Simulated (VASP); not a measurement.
Here is a VASP 6.6.1 calculation.

The input INCAR:

```
PREC = Accurate
ENCUT = 520
EDIFF = 1E-7
ISMEAR = 0
SIGMA = 0.2
LREAL = False
LASPH = True
NELM = 60
ALGO = Fast
ISIF = 2
LWAVE = False
LCHARG = False
GGA = PS
NBANDS = 40
```

File KPOINTS:

```
Automatic mesh
0
Gamma
  12 12 6
```

File POSCAR:

```
In2Sb
1.0
    5.3799042018      0.0000000000      0.0000000000
   -2.6899521009      4.6591337087      0.0000000000
    0.0000000000      0.0000000000      6.7225520000
In Sb
4 2
Direct
    0.6666666667      0.3333333333      0.2500000000
    0.3333333333      0.6666666667      0.7500000000
    0.0000000000      0.0000000000      0.5000000000
    0.0000000000      0.0000000000      0.0000000000
    0.6666666667      0.3333333333      0.7500000000
    0.3333333333      0.6666666667      0.2500000000
```

Potentials or basis: VASP PAW PBE potentials, release 64 (In_d, Sb).

The run is started by

```sh
$ cat potpaw_PBE.64/In_d/POTCAR potpaw_PBE.64/Sb/POTCAR > POTCAR
$ mpirun -np 1 vasp_std > vasp.out
```

(1) Predict the band gap on the k mesh.

(2) Estimate the pressure.

Results:

(1) zero (bands 31 and 32 overlap by 2.07 eV).

(2) -2.6 GPa.

Caveat: the PAW data sets were made with another functional, which shifts forces and pressure a little; spin-orbit coupling is left out, which moves the levels of the heavy elements.
